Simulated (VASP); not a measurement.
# Ga2SnH6 (Fm-3m) in VASP: a series of runs

Ga2SnH6 is run at these levels: PBE; tasks: single point, relaxation of cell and atoms.

Program: VASP 6.6.1. These are calculated values, not measurements. Logs are shortened: lines on timing, memory, paths and dates and some standing lists are left out, and cuts for length are marked.

### 1 The cell of the first run

The structure is cubic, space group Fm-3m (No. 225). Conventional cell: a = 7.532 Å, b = 7.532 Å, c = 7.532 Å, α = 90.00°, β = 90.00°, γ = 90.00°. Ga (site symmetry -43m) has 6 H at 1.88 Å within 2.5 Å. Within 3.5 Å of Sn (site symmetry m-3m) lie 12 H at 2.66 Å and 8 Ga at 3.26 Å. H (site symmetry mmm) has 2 Ga at 1.88 Å within 2.5 Å.

### 2 Single point, PBE

Contents of INCAR:

```
PREC = Accurate
ENCUT = 520
EDIFF = 1E-7
ISMEAR = 0
SIGMA = 0.1
LREAL = F
LASPH = T
NELM = 80
ALGO = Normal
ISIF = 2
LWAVE = F
LCHARG = F
GGA = PE
NBANDS = 33
```

Contents of KPOINTS:

```
Automatic mesh
0
Gamma
  4 4 4
```

Contents of POSCAR:

```
Ga2SnH6
1.0
    0.0000000000      3.7657707860      3.7657707860
    3.7657707860      0.0000000000      3.7657707860
    3.7657707860      3.7657707860      0.0000000000
Ga Sn H
2 1 6
Direct
    0.7500000000      0.7500000000      0.7500000000
    0.2500000000      0.2500000000      0.2500000000
    0.0000000000      0.0000000000      0.0000000000
    0.5000000000      0.0000000000      0.0000000000
    0.0000000000      0.5000000000      0.0000000000
    0.0000000000      0.0000000000      0.5000000000
    0.0000000000      0.5000000000      0.5000000000
    0.5000000000      0.0000000000      0.5000000000
    0.5000000000      0.5000000000      0.0000000000
```

Potentials or basis: VASP PAW PBE potentials, release 64 (Ga_d, Sn_d, H).

On the command line:

```sh
$ cat potpaw_PBE.64/Ga_d/POTCAR potpaw_PBE.64/Sn_d/POTCAR potpaw_PBE.64/H/POTCAR > POTCAR
$ mpirun -np 1 vasp_std > vasp.out
```

OUTCAR:

```text
PREC = Accurate
   ENCUT = 520
   EDIFF = 1E-7
   ISMEAR = 0
   LREAL = F
   LASPH = T
   NELM = 80
   ISIF = 2
   GGA = PE

 ion  position               nearest neighbor table
   1  0.750  0.750  0.750-   4 1.88   5 1.88   6 1.88   7 1.88   8 1.88   9 1.88   3 3.26   3 3.26
                             3 3.26   3 3.26
   2  0.250  0.250  0.250-   4 1.88   5 1.88   6 1.88   7 1.88   8 1.88   9 1.88   3 3.26   3 3.26
                             3 3.26   3 3.26
   3  0.000  0.000  0.000-   1 3.26   1 3.26   1 3.26   2 3.26   2 3.26   2 3.26   2 3.26   1 3.26

   4  0.500  0.000  0.000-   1 1.88   2 1.88
   5  0.000  0.500  0.000-   1 1.88   2 1.88
   6  0.000  0.000  0.500-   1 1.88   2 1.88
   7  0.000  0.500  0.500-   1 1.88   2 1.88
   8  0.500  0.000  0.500-   1 1.88   2 1.88
   9  0.500  0.500  0.000-   1 1.88   2 1.88

  LATTYP: Found a face centered cubic cell.
 ALAT       =     7.5315415720

  Lattice vectors:

 A1 = (   0.0000000000,   3.7657707860,   3.7657707860)
 A2 = (   3.7657707860,   0.0000000000,   3.7657707860)
 A3 = (   3.7657707860,   3.7657707860,   0.0000000000)

Analysis of symmetry for initial positions (statically):
=====================================================================
 Subroutine PRICEL returns:
 Original cell was already a primitive cell.

 Routine SETGRP: Setting up the symmetry group for a
 face centered cubic supercell.

 Subroutine GETGRP returns: Found 48 space group operations
 (whereof 48 operations were pure point group operations)
 out of a pool of 48 trial point group operations.

The static configuration has the point symmetry O_h .

Analysis of symmetry for dynamics (positions and initial velocities):
=====================================================================
 Subroutine PRICEL returns:
 Original cell was already a primitive cell.

 Routine SETGRP: Setting up the symmetry group for a
 face centered cubic supercell.

 Subroutine GETGRP returns: Found 48 space group operations
 (whereof 48 operations were pure point group operations)
 out of a pool of 48 trial point group operations.

The dynamic configuration has the point symmetry O_h .

 Subroutine INISYM returns: Found 48 space group operations
 (whereof 48 operations are pure point group operations),
 and found     1 'primitive' translations

----------------------------------------------------------------------------------------

                                     Primitive cell

  volume of cell :     106.8050

  direct lattice vectors                    reciprocal lattice vectors
     0.000000000  3.765770786  3.765770786    -0.132774943  0.132774943  0.132774943
     3.765770786  0.000000000  3.765770786     0.132774943 -0.132774943  0.132774943
     3.765770786  3.765770786  0.000000000     0.132774943  0.132774943 -0.132774943

  length of vectors
     5.325604118  5.325604118  5.325604118     0.229972947  0.229972947  0.229972947

  position of ions in fractional coordinates (direct lattice)
     0.750000000  0.750000000  0.750000000
     0.250000000  0.250000000  0.250000000
     0.000000000  0.000000000  0.000000000
     0.500000000  0.000000000  0.000000000
     0.000000000  0.500000000  0.000000000
     0.000000000  0.000000000  0.500000000
     0.000000000  0.500000000  0.500000000
     0.500000000  0.000000000  0.500000000
     0.500000000  0.500000000  0.000000000

  ion indices of the primitive-cell ions
   primitive index   ion index
                 1           1
                 2           2
                 3           3
                 4           4
                 5           5
                 6           6
                 7           7
                 8           8
                 9           9

----------------------------------------------------------------------------------------

 KPOINTS: Automatic mesh

Automatic generation of k-mesh.
 Grid dimensions read from file:
 generate k-points for:    4    4    4

 Generating k-lattice:

  Cartesian coordinates                     Fractional coordinates (reciprocal lattice)
    -0.033193736  0.033193736  0.033193736     0.250000000  0.000000000  0.000000000
     0.033193736 -0.033193736  0.033193736     0.000000000  0.250000000  0.000000000
     0.033193736  0.033193736 -0.033193736     0.000000000  0.000000000  0.250000000

  Length of vectors
     0.057493237  0.057493237  0.057493237

  Shift w.r.t. Gamma in fractional coordinates (k-lattice)
     0.000000000  0.000000000  0.000000000

 Subroutine IBZKPT returns following result:
 ===========================================

 Found      8 irreducible k-points:

 Following reciprocal coordinates:
            Coordinates               Weight
  0.000000  0.000000  0.000000      1.000000
  0.250000  0.000000  0.000000      8.000000
  0.500000  0.000000  0.000000      4.000000
  0.250000  0.250000  0.000000      6.000000
  0.500000  0.250000  0.000000     24.000000
 -0.250000  0.250000  0.000000     12.000000
  0.500000  0.500000  0.000000      3.000000
 -0.250000  0.500000  0.250000      6.000000
   k-points           NKPTS =      8   k-points in BZ     NKDIM =      8   number of bands    NBANDS=     33
   number of dos      NEDOS =    301   number of ions     NIONS =      9
   total plane-waves  NPLWV =  64000
   dimension x,y,z NGX =    40 NGY =   40 NGZ =   40
   dimension x,y,z NGXF=    80 NGYF=   80 NGZF=   80
   ions per type =               2   1   6
   NGX,Y,Z   is equivalent  to a cutoff of  12.49, 12.49, 12.49 a.u.
   NGXF,Y,Z  is equivalent  to a cutoff of  24.97, 24.97, 24.97 a.u.
 SYSTEM =  unknown system
   PREC   = accura    normal or accurate (medium, high low for compatibility)
   ISTART =      0    job   : 0-new  1-cont  2-samecut
   ICHARG =      2    charge: 1-file 2-atom 10-const
   ISPIN  =      1    spin polarized calculation?
   LNONCOLLINEAR =      F non collinear calculations
   LSORBIT =      F    spin-orbit coupling
   LASPH  =      T    aspherical Exc in radial PAW
   ENCUT  =  520.0 eV  38.22 Ry    6.18 a.u.   9.90  9.90  9.90*2*pi/ulx,y,z
   NELM   =     80;   NELMIN=  2; NELMDL= -5     # of ELM steps
   EDIFF  = 0.1E-06   stopping-criterion for ELM
   LREAL  =      F    real-space projection
   EDIFFG = 0.1E-05   stopping-criterion for IOM
   NSW    =      0    number of steps for IOM
   IBRION =     -1    ionic relax: 0-MD 1-quasi-New 2-CG
   NFREE  =      0    steps in history (QN), initial steepest desc. (CG)
   ISIF   =      2    stress and relaxation
   ISYM   =      2    0-nonsym 1-usesym 2-fastsym
   POTIM  = 0.5000    time-step for ionic-motion
   TEBEG  =    0.0;   TEEND  =   0.0 temperature during run
   PSTRESS=    0.0 pullay stress
   NELECT =      46.0000    total number of electrons
   NUPDOWN=      -1.0000    fix difference up-down
   EMIN   =  10.00;   EMAX   =-10.00  energy-range for DOS
   EFERMI =   0.00;   METHOD = LEGACY
   ISMEAR =     0;   SIGMA  =   0.10  broadening in eV -4-tet -1-fermi 0-gaus
   EFERMI_NEDOS =   21; number of points for ismear=-14 and -15
   IALGO  =     38    algorithm
   IMIX   =      4    mixing-type and parameters
     AMIX     =   0.40;   BMIX     =  1.00
     AMIX_MAG =   1.60;   BMIX_MAG =  1.00
  volume/ion in A,a.u.               =      11.87        80.08
  Fermi-wavevector in a.u.,A,eV,Ry     =   1.236318  2.336302 20.796266  1.528482
  Thomas-Fermi vector in A             =   2.370932
   LORBIT       =      0    0 simple, 1 ext, 2 COOP (PROOUT), +10 PAW based schemes
   GGA     = PE    functional components
   LHFCALC =     F    Hartree Fock is set to
   AEXX    =    0.0000 exact exchange contribution
   IVDW    =     0    specifies the selected vdW correction
   LEPSILON=     F    determine dielectric tensor
   LRPA    =     F    only Hartree local field effects (RPA)
 non-spin polarized calculation
 Gauss-broadening in eV      SIGMA  =   0.10
  energy-cutoff  :      520.00
  volume of cell :      106.81
 maximum number of plane-waves:      2891
   NGX = 19   NGY = 19   NGZ = 19

 number of electron      45.9999996 magnetization

 Free energy of the ion-electron system (eV)
  ---------------------------------------------------
  ext. energy  EPLUGINS =         0.00000000
  ---------------------------------------------------
  free energy    TOTEN  =       -26.37249303 eV

  energy without entropy =      -26.34582769  energy(sigma->0) =      -26.35916036

 E-fermi :   3.9037     XC(G=0):  -9.1370

 val. band max:        3.7967551395   @ k =   0.5000   0.2500   0.0000
 cond. band min:       3.9294823861   @ k =   0.2500   0.2500   0.0000
 fundamental gap:      0.1327272467
 Fermi energy:         3.9037224261

 k-point     1 :       0.0000    0.0000    0.0000
  band No.  band energies     occupation
      1     -18.6051      2.00000
      2     -18.6051      2.00000
      3     -18.6051      2.00000
      4     -18.5976      2.00000
      5     -18.5976      2.00000
      6     -11.4387      2.00000
[... 25 lines left out ...]
     32      14.4562      0.00000
     33      14.4562      0.00000

 k-point     2 :       0.2500    0.0000    0.0000
  band No.  band energies     occupation
      1     -18.6048      2.00000
      2     -18.6044      2.00000
      3     -18.6044      2.00000
      4     -18.5973      2.00000
      5     -18.5973      2.00000
      6     -11.4176      2.00000
[... 25 lines left out ...]
     32      11.7584      0.00000
     33      11.8385      0.00000
[... 178 lines left out ...]
     32      11.2792      0.00000
     33      11.9874      0.00000

 k-point     8 :      -0.2500    0.5000    0.2500
  band No.  band energies     occupation
      1     -18.6041      2.00000
      2     -18.6041      2.00000
      3     -18.6020      2.00000
      4     -18.5972      2.00000
      5     -18.5964      2.00000
      6     -11.4082      2.00000
[... 25 lines left out ...]
     32      11.8048      0.00000
     33      11.8048      0.00000

------------------------ aborting loop because EDIFF is reached ----------------------------------------

  FORCE on cell =-STRESS in cart. coord.  units (eV):
  Direction    XX          YY          ZZ          XY          YZ          ZX
  --------------------------------------------------------------------------------------
  -------------------------------------------------------------------------------------
  Total       -0.0507875     -0.0507875     -0.0507875      0.0000000      0.0000000     -0.0000000
  in kB       -0.7618606     -0.7618606     -0.7618606      0.0000000      0.0000000     -0.0000000
  external PRESSURE =      -0.7618606 kB  Pullay stress =       0.0000000 kB

 VOLUME and BASIS-vectors are now :
 -----------------------------------------------------------------------------
  energy-cutoff  :      520.00
  volume of cell :      106.81
      direct lattice vectors                 reciprocal lattice vectors
     0.000000000  3.765770786  3.765770786    -0.132774943  0.132774943  0.132774943
     3.765770786  0.000000000  3.765770786     0.132774943 -0.132774943  0.132774943
     3.765770786  3.765770786  0.000000000     0.132774943  0.132774943 -0.132774943

 POSITION                                       TOTAL-FORCE (eV/Angst)
 -----------------------------------------------------------------------------------
      5.64866      5.64866      5.64866         0.000000      0.000000      0.000000
      1.88289      1.88289      1.88289        -0.000000     -0.000000     -0.000000
      0.00000      0.00000      0.00000         0.000000      0.000000     -0.000000
      0.00000      1.88289      1.88289         0.000000      0.000000     -0.000000
      1.88289      0.00000      1.88289         0.000000      0.000000     -0.000000
      1.88289      1.88289      0.00000         0.000000      0.000000     -0.000000
      3.76577      1.88289      1.88289         0.000000      0.000000     -0.000000
      1.88289      3.76577      1.88289         0.000000      0.000000     -0.000000
      1.88289      1.88289      3.76577         0.000000      0.000000     -0.000000
 -----------------------------------------------------------------------------------
    total drift:                               -0.000000     -0.000000      0.000000

  FREE ENERGIE OF THE ION-ELECTRON SYSTEM (eV)
  ---------------------------------------------------
  free  energy   TOTEN  =       -26.3724930264 eV

  energy  without entropy=      -26.3458276860  energy(sigma->0) =      -26.35916036
```

Run time: 25 s. Hardware: 1 thread of Intel Xeon 6975P-C (Granite Rapids), shared host; peak memory 0.23 GiB.

What came out:

| Property | Result |
| --- | --- |
| Free energy | -26.3725 eV |
| Pressure | -0.1 GPa |
| Band gap on the k mesh | zero (bands 23 and 24 overlap by 3.48 eV) |

Caveat: the k points lie up to 0.36 Å⁻¹ apart, too coarse for converged energies and pressures of a metal; spin-orbit coupling is left out, which moves the levels of the heavy elements.

(Continued in part 2 of 2.)
